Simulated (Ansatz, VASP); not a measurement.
Two plane-wave programs on ZnS

```
Zn S
1.0
     3.81100    0.00000    0.00000
    -1.90550    3.30042    0.00000
     0.00000    0.00000    6.23400
Zn S
2 2
Cartesian
  1.9055 1.1001 3.1170
  0.0000 2.2003 0.0000
  1.9055 1.1001 5.5171
  0.0000 2.2003 2.4001
```

Alike in both runs: task single point; functional RPBE; dispersion D4; k mesh 8 × 8 × 5; occupations fermi-dirac, width 0.05 eV; no spin polarisation.

```csv
,VASP,Ansatz
version,VASP 6.6.1,Ansatz 0.2.0
potentials or method,"VASP PAW PBE potentials, release 64 (Zn, S)",Ansatz PAW
plane-wave cutoff (eV),520,420
valence electrons in the cell,36,36
```

|  | VASP | Ansatz | Ansatz less VASP |
| --- | --- | --- | --- |
| gap on the k mesh at the Fermi level (eV) | 2.42 | 2.42 | -0.002 |
| least direct gap on the mesh (eV) | 2.42 | 2.42 | -0.002 |
| pressure (GPa) | -0.8 | -1.0 | -0.14 |
| traceless stress, the component that is largest in VASP (GPa) | -1.57 | -1.55 | +0.019 |
| rms of the force components (eV/Å) | 0.189 | 0.186 | -0.0027 |

VASP's potentials were made for PBE, not for RPBE. Atom by atom the forces differ by 0.003 eV/Å (rms over components).

Noted on Ansatz's run: odd divisions of the mesh miss points on the zone boundary, where band edges often lie, so the gap on the mesh can be too wide.
